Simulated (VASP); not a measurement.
# C (P1) in VASP: single point with PBE+D3(BJ)

Aim: the single point of C with PBE+D3(BJ).

All numbers are computed with VASP 6.6.1; they aren't measurements. Logs are shortened: lines on timing, memory, paths and dates and some standing lists are left out, and cuts for length are marked.

**1. The cell of the first run**

The typed cell holds 12 atoms: a = 2.465 Å, b = 2.465 Å, c = 20.606 Å, α = 90.00°, β = 90.00°, γ = 120.00°.

**2. Single point, PBE+D3(BJ) (atoms moved at random)**

INCAR

```
PREC = Accurate
ENCUT = 600
EDIFF = 1E-6
ISMEAR = 0
SIGMA = 0.15
LREAL = False
LASPH = True
NELM = 120
ALGO = Normal
ISIF = 2
LWAVE = False
LCHARG = False
GGA = PE
IVDW = 12
NBANDS = 36
GGA_COMPAT = False
```

KPOINTS

```
Automatic mesh
0
Gamma
  18 18 2
```

POSCAR

```
C
1.0
    2.4648840281      0.0000000000      0.0000000000
   -1.2324420141      2.1346521857      0.0000000000
    0.0000000000      0.0000000000     20.6060947640
C
12
Direct
    0.6164627403      0.1087648080      0.9208696366
    0.5384046314      0.4215475731      0.4514097313
    0.7611546020      0.2417823344      0.7999579040
    0.7444547001      0.4355258163      0.2842587424
    0.1872443504      0.2364391033      0.6048204987
    0.5389761718      0.8529499652      0.2901434248
   -0.1726674026     -0.3036650947      0.1286192959
    0.5210630801      0.1500577255      0.6175256746
    0.3794984999      0.8188404984      0.7885285669
    0.3266968828      0.5779596146      0.1105080861
    0.2828917817      0.6858104135      0.4365608324
    0.2758199621      0.7739872425      0.9547975865
```

Potentials or basis: VASP PAW PBE potentials, release 64 (C).

Run with:

```bash
> cat potpaw_PBE.64/C/POTCAR > POTCAR
> mpirun -np 1 vasp_std > vasp.out
```

OUTCAR:

```text
PREC = Accurate
   ENCUT = 600
   EDIFF = 1E-6
   ISMEAR = 0
   LREAL = False
   LASPH = True
   NELM = 120
   ISIF = 2
   GGA = PE
   IVDW = 12
 IVDW          = 12

 ion  position               nearest neighbor table
   1  0.616  0.109  0.921-  12 1.09  12 1.78
   2  0.538  0.422  0.451-  11 1.15  11 1.62  11 1.64
   3  0.761  0.242  0.800-   9 1.02   9 1.49
   4  0.744  0.436  0.284-   6 1.27   6 1.36   6 1.70
   5  0.187  0.236  0.605-   8 0.98   8 1.57   8 1.99
   6  0.539  0.853  0.290-   4 1.27   4 1.36   4 1.70
   7  0.827  0.696  0.129-  10 1.18  10 1.45  10 1.92
   8  0.521  0.150  0.618-   5 0.98   5 1.57   5 1.99
   9  0.379  0.819  0.789-   3 1.02   3 1.49
  10  0.327  0.578  0.111-   7 1.18   7 1.45   7 1.92
  11  0.283  0.686  0.437-   2 1.15   2 1.62   2 1.64
  12  0.276  0.774  0.955-   1 1.09   1 1.78

 -----------------------------------------------------------------------------
|                                                                             |
|           W    W    AA    RRRRR   N    N  II  N    N   GGGG   !!!           |
|           W    W   A  A   R    R  NN   N  II  NN   N  G    G  !!!           |
|           W    W  A    A  R    R  N N  N  II  N N  N  G       !!!           |
|           W WW W  AAAAAA  RRRRR   N  N N  II  N  N N  G  GGG   !            |
|           WW  WW  A    A  R   R   N   NN  II  N   NN  G    G                |
|           W    W  A    A  R    R  N    N  II  N    N   GGGG   !!!           |
|                                                                             |
|     The distance between some ions is very small. Please check the          |
|     nearest-neighbor list in the OUTCAR file.                               |
|     I HOPE YOU KNOW WHAT YOU ARE DOING!                                     |
|                                                                             |
 -----------------------------------------------------------------------------

  LATTYP: Found a hexagonal cell.
 ALAT       =     2.4648840281
 C/A-ratio  =     8.3598638026

  Lattice vectors:

 A1 = (   2.4648840281,   0.0000000000,   0.0000000000)
 A2 = (  -1.2324420141,   2.1346521857,   0.0000000000)
 A3 = (   0.0000000000,   0.0000000000,  20.6060947640)

Analysis of symmetry for initial positions (statically):
=====================================================================
 Subroutine PRICEL returns:
 Original cell was already a primitive cell.

 Routine SETGRP: Setting up the symmetry group for a
 hexagonal supercell.
[... 153 lines left out ...]
   EFERMI =   0.00;   METHOD = LEGACY
   ISMEAR =     0;   SIGMA  =   0.15  broadening in eV -4-tet -1-fermi 0-gaus
   EFERMI_NEDOS =   21; number of points for ismear=-14 and -15
   IALGO  =     38    algorithm
   IMIX   =      4    mixing-type and parameters
     AMIX     =   0.40;   BMIX     =  1.00
     AMIX_MAG =   1.60;   BMIX_MAG =  1.00
  volume/ion in A,a.u.               =       9.04        60.97
  Fermi-wavevector in a.u.,A,eV,Ry     =   1.247715  2.357840 21.181459  1.556793
  Thomas-Fermi vector in A             =   2.381835
   LORBIT       =      0    0 simple, 1 ext, 2 COOP (PROOUT), +10 PAW based schemes
   GGA     = PE    functional components
   LHFCALC =     F    Hartree Fock is set to
   AEXX    =    0.0000 exact exchange contribution
   IVDW    =    12    specifies the selected vdW correction
   LEPSILON=     F    determine dielectric tensor
   LRPA    =     F    only Hartree local field effects (RPA)
 non-spin polarized calculation
 Gauss-broadening in eV      SIGMA  =   0.15
  energy-cutoff  :      600.00
  volume of cell :      108.42
 maximum number of plane-waves:      3681
   NGX =  9   NGY =  9   NGZ = 83

 number of electron      48.0000000 magnetization

 Free energy of the ion-electron system (eV)
  ---------------------------------------------------
  ext. energy  EPLUGINS =         0.00000000
  ---------------------------------------------------
  free energy    TOTEN  =       -75.78143242 eV

  energy without entropy =      -75.75173100  energy(sigma->0) =      -75.76658171

 E-fermi :   4.1943     XC(G=0): -10.1738

 val. band max:        4.1941862912   @ k =   0.0556   0.2222   0.5000
 cond. band min:       4.1958047020   @ k =   0.2778   0.2222   0.0000
 fundamental gap:      0.0016184108
 Fermi energy:         4.1942500228

 k-point     1 :       0.0000    0.0000    0.0000
  band No.  band energies     occupation
      1     -15.7194      2.00000
      2     -15.5525      2.00000
      3     -15.4742      2.00000
      4     -14.8523      2.00000
      5     -14.6532      2.00000
      6     -14.1262      2.00000
[... 925 lines left out ...]
     35       9.9491      0.00000
     36      11.1512      0.00000

 [... further k-points ...]

------------------------ aborting loop because EDIFF is reached ----------------------------------------

 Edisp (eV)   -1.96610

 E8    (eV) :    -0.5579

  FORCE on cell =-STRESS in cart. coord.  units (eV):
  Direction    XX          YY          ZZ          XY          YZ          ZX
  --------------------------------------------------------------------------------------
  -------------------------------------------------------------------------------------
  Total      82.48061    67.01889    10.72549    -3.47384   -10.19186    18.85680
  in kB    1218.83007   990.34949   158.49232   -51.33347  -150.60686   278.65014
  external pressure =      789.22 kB  Pullay stress =        0.00 kB

 VOLUME and BASIS-vectors are now :
 -----------------------------------------------------------------------------
  energy-cutoff  :      600.00
  volume of cell :      108.42
      direct lattice vectors                 reciprocal lattice vectors
     2.464884028  0.000000000  0.000000000     0.405698600  0.234230196  0.000000000
    -1.232442014  2.134652186  0.000000000     0.000000000  0.468460392  0.000000000
     0.000000000  0.000000000 20.606094764     0.000000000  0.000000000  0.048529331

 POSITION                                       TOTAL-FORCE (eV/Angst)
 -----------------------------------------------------------------------------------
      1.38546      0.23218     18.97553        12.242209     20.736087    -11.449930
      0.80757      0.89986      9.30179        18.626772    -10.845332     -0.744279
      1.57818      0.51612     16.48401        16.452442     33.766215      4.847892
      1.29823      0.92970      5.85746         4.859297      7.281737      1.030045
      0.17014      0.50472     12.46299       -50.244567      8.403850     -8.161611
      0.27730      1.82075      5.97872        -4.869668     -7.259424     -1.124482
      1.18109      1.48643      2.65034        13.362788      5.678964     -0.479572
      1.09942      0.32032     12.72479        50.247751     -8.417218      8.215526
     -0.07375      1.74794     16.24849       -16.534446    -33.981299     -5.211001
      0.09297      1.23374      2.27714       -13.365270     -5.677947      0.382321
     -0.14793      1.46397      8.99581       -18.628759     10.837068      0.820856
     -0.27403      1.65219     19.67465       -12.148548    -20.522700     11.874236
 -----------------------------------------------------------------------------------
    total drift:                                0.000236     -0.000061     -0.000256

  FREE ENERGIE OF THE ION-ELECTRON SYSTEM (eV)
  ---------------------------------------------------
  free  energy   TOTEN  =       -77.7475345814 eV

  energy  without entropy=      -77.7178331651  energy(sigma->0) =      -77.73268387
```

OSZICAR:

```text
N       E                     dE             d eps       ncg     rms          rms(c)
DAV:   1     0.228545219167E+03    0.22855E+03   -0.26527E+04 23624   0.138E+03
[... 12 lines left out ...]
DAV:  14    -0.757813149795E+02    0.72044E-02   -0.99893E-03 32876   0.589E-01    0.904E-02
DAV:  15    -0.757814428868E+02   -0.12791E-03   -0.19548E-03 28092   0.197E-01    0.737E-02
DAV:  16    -0.757816875824E+02   -0.24470E-03   -0.86204E-04 28472   0.145E-01    0.743E-02
DAV:  17    -0.757815105089E+02    0.17707E-03   -0.87265E-04 29820   0.131E-01    0.471E-02
DAV:  18    -0.757814370003E+02    0.73509E-04   -0.10044E-04 27996   0.421E-02    0.170E-02
DAV:  19    -0.757814317786E+02    0.52218E-05   -0.14599E-05 29244   0.210E-02    0.361E-03
DAV:  20    -0.757814324180E+02   -0.63940E-06   -0.35889E-06 23280   0.817E-03
   1 F= -.77747535E+02 E0= -.77732684E+02  d E =-.297014E-01
```

Run time: 69 min. Hardware: 1 thread of Intel Xeon 8259CL, shared host; peak memory 1 GiB.

Results:

```
Free energy                : -77.7475 eV
Pressure                   : 78.9 GPa
Largest force              : 51.606 eV/Å
Band gap on the k mesh     : zero (bands 24 and 25 overlap by 2.88 eV)
Dispersion energy per atom : -0.164 eV
```

Forces on the atoms (eV/Å):
```
C    12.242  20.736 -11.450
C    18.627 -10.845  -0.744
C    16.452  33.766   4.848
C     4.859   7.282   1.030
C   -50.245   8.404  -8.162
C    -4.870  -7.259  -1.124
C    13.363   5.679  -0.480
C    50.248  -8.417   8.216
C   -16.534 -33.981  -5.211
C   -13.365  -5.678   0.382
C   -18.629  10.837   0.821
C   -12.149 -20.523  11.874
```

Stress tensor (GPa, compression positive):
```
121.88  -5.13  27.87
 -5.13  99.03 -15.06
 27.87 -15.06  15.85
```

Caveat: the cell differs from its parent crystal (atoms moved at random); atoms lie so close that the PAW spheres overlap strongly, which falsifies energies and pressures; the cell stands under pressure; forces of over 1 eV/Å act on the atoms, so gaps and moduli don't describe the material at rest.
